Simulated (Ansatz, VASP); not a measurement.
# One calculation of ZrSe2, two programs

```
Zr Se
1.0
     3.78939    0.00000    0.00000
    -1.89469    3.28170    0.00000
     0.00000    0.00000    6.18068
Zr Se
1 2
Direct
  0.00000 0.00000 0.00000
  0.33333 0.66667 0.25375
  0.66667 0.33333 0.74625
```

Alike in both runs: task single point; functional HSE06; k mesh 6 × 6 × 4; no spin polarisation.

|  | VASP | Ansatz |
| --- | --- | --- |
| version | VASP 6.6.1 | Ansatz 0.2.0 |
| potentials or method | VASP PAW PBE potentials, release 64 (Zr_sv, Se) | plane waves, PAW |
| plane-wave cutoff (eV) | 400 | 420 |
| occupations | gaussian, width 0.01 eV | fixed |
| valence electrons in the cell | 24 | 44 |

|  | VASP | Ansatz | Ansatz less VASP |
| --- | --- | --- | --- |
| gap on the k mesh at the Fermi level (eV) | 0.97 | 0.96 | -0.010 |
| pressure (GPa) | 0.1 | 0.3 | +0.16 |
| traceless stress, the component that is largest in VASP (GPa) | 0.34 | 0.36 | +0.013 |
| rms of the force components (eV/Å) | 0.074 | 0.066 | -0.0080 |

Atom by atom the forces differ by 0.008 eV/Å (rms over components). VASP's potentials hold 24 valence electrons a cell and Ansatz's 44, so a difference there can come from the potentials and not from the codes. Ansatz's warnings: stress exchange threshold loose, stress scf threshold loose.
